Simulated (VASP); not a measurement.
# TaO3 (Pm-3m) in VASP: relaxation of cell and atoms with LDA

Aim: the relaxation of cell and atoms of TaO3 with LDA.

Program: VASP 6.6.1. These are calculated values, not measurements. Logs are shortened: lines on timing, memory, paths and dates and some standing lists are left out, and cuts for length are marked.

### 1 The cell of the first run

It takes space group Pm-3m (No. 221, cubic). The conventional cell has a = 3.956 Å, b = 3.956 Å, c = 3.956 Å, α = 90.00°, β = 90.00°, γ = 90.00°. Ta (site symmetry m-3m) has 6 O at 1.98 Å within 2.6 Å. O (site symmetry 4/mmm) has 2 Ta at 1.98 Å within 2.6 Å.

### 2 Relaxation of cell and atoms, LDA, collinear spin, ferromagnetic start

The input, INCAR:

```
PREC     = Accurate       # precision mode
ENCUT    = 600            # plane-wave cutoff, eV
EDIFF    = 1E-7           # SCF threshold, eV
ISMEAR   = 0              # smearing method
SIGMA    = 0.1            # smearing width, eV
LREAL    = F              # projectors in reciprocal space
LASPH    = T              # aspherical terms in the spheres
NELM     = 200            # most SCF steps
ALGO     = Normal         # electronic algorithm
ISIF     = 3              # what is computed and relaxed
LWAVE    = F              # write WAVECAR
LCHARG   = F              # write CHGCAR
ISPIN    = 2              # spin polarisation
MAGMOM   = 0 0.35 0.35 0.35 # initial moments
LORBIT   = 11             # projections on sites
LMAXMIX  = 4              # l up to which the mixer works
GGA      = CA             # functional
IBRION   = 2              # ionic algorithm
NSW      = 70             # ionic steps
EDIFFG   = -0.005         # ionic threshold
GGA_COMPAT= F            
NELMIN   = 4
```

The input, KPOINTS:

```
regular mesh
0
Gamma
  10 10 10
```

The input, POSCAR:

```
TaO3
1.0
    3.9562494449      0.0000000000      0.0000000000
    0.0000000000      3.9562494449      0.0000000000
    0.0000000000      0.0000000000      3.9562494449
Ta O
1 3
Direct
    0.5000000000      0.5000000000      0.5000000000
    0.0000000000      0.5000000000      0.5000000000
    0.5000000000      0.5000000000      0.0000000000
    0.5000000000      0.0000000000      0.5000000000
```

Potentials or basis: VASP PAW LDA potentials, release 64 (Ta_sv_GW, O).

The run is started by

```console
> cat potpaw_LDA.64/Ta_sv_GW/POTCAR potpaw_LDA.64/O/POTCAR > POTCAR
> mpirun -np 1 vasp_std > vasp.out
```

OUTCAR:

```text
PREC = Accurate
   ENCUT = 600
   EDIFF = 1E-7
   ISMEAR = 0
   LREAL = F
   LASPH = T
   NELM = 200
   ISIF = 3
   ISPIN = 2
   LORBIT = 11
   GGA = CA
   IBRION = 2
   NSW = 70
   EDIFFG = -0.005
   NELMIN = 4

 ion  position               nearest neighbor table
   1  0.500  0.500  0.500-   2 1.98   3 1.98   4 1.98   3 1.98   4 1.98   2 1.98
   2  0.000  0.500  0.500-   1 1.98   1 1.98
   3  0.500  0.500  0.000-   1 1.98   1 1.98
   4  0.500  0.000  0.500-   1 1.98   1 1.98

  LATTYP: Found a simple cubic cell.
 ALAT       =     3.9562494449

  Lattice vectors:

 A1 = (   3.9562494449,   0.0000000000,   0.0000000000)
 A2 = (   0.0000000000,   3.9562494449,   0.0000000000)
 A3 = (   0.0000000000,   0.0000000000,   3.9562494449)

Analysis of symmetry for initial positions (statically):
=====================================================================
 Subroutine PRICEL returns:
 Original cell was already a primitive cell.

 Routine SETGRP: Setting up the symmetry group for a
 simple cubic supercell.

 Subroutine GETGRP returns: Found 48 space group operations
 (whereof 48 operations were pure point group operations)
 out of a pool of 48 trial point group operations.

The static configuration has the point symmetry O_h .

Analysis of symmetry for dynamics (positions and initial velocities):
=====================================================================
 Subroutine PRICEL returns:
 Original cell was already a primitive cell.

 Routine SETGRP: Setting up the symmetry group for a
 simple cubic supercell.

 Subroutine GETGRP returns: Found 48 space group operations
 (whereof 48 operations were pure point group operations)
 out of a pool of 48 trial point group operations.

The dynamic configuration has the point symmetry O_h .

Analysis of structural, dynamic, and magnetic symmetry:
=====================================================================
 Subroutine PRICEL returns:
 Original cell was already a primitive cell.

 Routine SETGRP: Setting up the symmetry group for a
 simple cubic supercell.
[... 93 lines left out ...]
   total plane-waves  NPLWV =  32768
   dimension x,y,z NGX =    32 NGY =   32 NGZ =   32
   dimension x,y,z NGXF=    64 NGYF=   64 NGZF=   64
   ions per type =               1   3
   NGX,Y,Z   is equivalent  to a cutoff of  13.45, 13.45, 13.45 a.u.
   NGXF,Y,Z  is equivalent  to a cutoff of  26.89, 26.89, 26.89 a.u.
 SYSTEM =  unknown system
   PREC   = accura    normal or accurate (medium, high low for compatibility)
   ISTART =      0    job   : 0-new  1-cont  2-samecut
   ICHARG =      2    charge: 1-file 2-atom 10-const
   ISPIN  =      2    spin polarized calculation?
   LNONCOLLINEAR =      F non collinear calculations
   LSORBIT =      F    spin-orbit coupling
   LASPH  =      T    aspherical Exc in radial PAW
   ENCUT  =  600.0 eV  44.10 Ry    6.64 a.u.   7.90  7.90  7.90*2*pi/ulx,y,z
   NELM   =    200;   NELMIN=  4; NELMDL= -5     # of ELM steps
   EDIFF  = 0.1E-06   stopping-criterion for ELM
   LREAL  =      F    real-space projection
   EDIFFG = -.5E-02   stopping-criterion for IOM
   NSW    =     70    number of steps for IOM
   IBRION =      2    ionic relax: 0-MD 1-quasi-New 2-CG
   NFREE  =      1    steps in history (QN), initial steepest desc. (CG)
   ISIF   =      3    stress and relaxation
   ISYM   =      2    0-nonsym 1-usesym 2-fastsym
   POTIM  = 0.5000    time-step for ionic-motion
   TEBEG  =    0.0;   TEEND  =   0.0 temperature during run
   PSTRESS=    0.0 pullay stress
   NELECT =      31.0000    total number of electrons
   NUPDOWN=      -1.0000    fix difference up-down
   EMIN   =  10.00;   EMAX   =-10.00  energy-range for DOS
   EFERMI =   0.00;   METHOD = LEGACY
   ISMEAR =     0;   SIGMA  =   0.10  broadening in eV -4-tet -1-fermi 0-gaus
   EFERMI_NEDOS =   21; number of points for ismear=-14 and -15
   IALGO  =     38    algorithm
   IMIX   =      4    mixing-type and parameters
     AMIX     =   0.40;   BMIX     =  1.00
     AMIX_MAG =   1.60;   BMIX_MAG =  1.00
  volume/ion in A,a.u.               =      15.48       104.47
  Fermi-wavevector in a.u.,A,eV,Ry     =   1.299905  2.456465 22.990498  1.689754
  Thomas-Fermi vector in A             =   2.431139
   LORBIT       =     11    0 simple, 1 ext, 2 COOP (PROOUT), +10 PAW based schemes
   GGA     = CA    functional components
   LHFCALC =     F    Hartree Fock is set to
   AEXX    =    0.0000 exact exchange contribution
   IVDW    =     0    specifies the selected vdW correction
   LEPSILON=     F    determine dielectric tensor
   LRPA    =     F    only Hartree local field effects (RPA)
 conjugate gradient relaxation of ions
 spin polarized calculation
 Gauss-broadening in eV      SIGMA  =   0.10
  energy-cutoff  :      600.00
  volume of cell :       61.92
 maximum number of plane-waves:      2103
 NGX is ok and might be reduce to    32
   NGX = 15   NGY = 15   NGZ = 15

--------------------------------------- Ionic step        1  -------------------------------------------

 number of electron      30.9999987 magnetization       0.4134007

 Free energy of the ion-electron system (eV)
  ---------------------------------------------------
  ext. energy  EPLUGINS =         0.00000000
  ---------------------------------------------------
  free energy    TOTEN  =       -41.29063280 eV

  energy without entropy =      -41.27910982  energy(sigma->0) =      -41.28487131

 E-fermi :   0.1542     XC(G=0):  -9.8250

 val. band max:        0.1466971388   @ k =   0.5000   0.3000   0.3000
 cond. band min:       0.1557547439   @ k =   0.4000   0.3000   0.3000
 fundamental gap:      0.0090576051
 Fermi energy:         0.1542450346
[... 2342 lines left out ...]
--------------------------------------- Ionic step        4  -------------------------------------------

 number of electron      30.9999976 magnetization       0.3634072

 Free energy of the ion-electron system (eV)
  ---------------------------------------------------
  ext. energy  EPLUGINS =         0.00000000
  ---------------------------------------------------
  free energy    TOTEN  =       -41.36063266 eV

  energy without entropy =      -41.34894898  energy(sigma->0) =      -41.35479082

 E-fermi :   0.4719     XC(G=0): -10.0244

 val. band max:        0.4594794983   @ k =   0.5000   0.3000   0.3000
 cond. band min:       0.4850117469   @ k =   0.5000   0.3000   0.3000
 fundamental gap:      0.0255322486
 Fermi energy:         0.4718757665
[... 1141 lines left out ...]
  FREE ENERGIE OF THE ION-ELECTRON SYSTEM (eV)
  ---------------------------------------------------
  free  energy   TOTEN  =       -41.3606326553 eV

  energy  without entropy=      -41.3489489774  energy(sigma->0) =      -41.35479082

 reached required accuracy - stopping structural energy minimisation

 total charge

# of ion       s       p       d       f       tot
--------------------------------------------------
    1        3.287   6.127   2.080   0.293  11.786
    2        1.567   3.431   0.000   0.000   4.998
    3        1.567   3.431   0.000   0.000   4.998
    4        1.567   3.431   0.000   0.000   4.998
--------------------------------------------------
tot          7.988  16.419   2.080   0.293  26.779

 magnetization (x)

# of ion       s       p       d       f       tot
--------------------------------------------------
    1       -0.007  -0.001  -0.027   0.001  -0.033
    2        0.001   0.109   0.000   0.000   0.110
    3        0.001   0.109   0.000   0.000   0.110
    4        0.001   0.109   0.000   0.000   0.110
--------------------------------------------------
tot         -0.003   0.325  -0.027   0.001   0.297
```

It took 5.2 min on 1 thread of Intel Xeon Platinum 8488C (Sapphire Rapids), shared host; peak memory 0.27 GiB.

What came out:

- Free energy: -41.3606 eV
- Relaxed volume: 14.83 Å³/atom
- Relaxed cell: a = 3.900 Å, b = 3.900 Å, c = 3.900 Å, α = 90.00°, β = 90.00°, γ = 90.00°
- Space group after relaxing (to 0.1 Å): Pm-3m (No. 221)
- Energy gained by relaxing: 17.5 meV/atom
- Ionic steps: 4
- Pressure after relaxing: 0.0 GPa
- Net moment: 0.36 μB per cell
- Site moments: Ta -0.03; O +0.11 μB
- Valence electrons inside the program's atomic spheres: Ta 11.79; O 5.00

The path:
```
step  energy change (eV)  largest force (eV/Å)  pressure (GPa)  volume (Å³)
   1              0.0000                0.0000           -8.28        61.92
   2              0.1651                0.0000           18.80        55.03
   3             -0.0700                0.0000           -0.21        59.38
   4             -0.0700                0.0000           -0.05        59.32
```

Final structure:
```xyz
4
Lattice="3.9001 0.0000 0.0000 0.0000 3.9001 0.0000 0.0000 0.0000 3.9001" Properties=species:S:1:pos:R:3 pbc="T T T"
Ta    1.9500    1.9500    1.9500
O     0.0000    1.9500    1.9500
O     1.9500    1.9500    0.0000
O     1.9500    0.0000    1.9500
```

Caveat: spin-orbit coupling is left out, which moves the levels of the heavy elements.
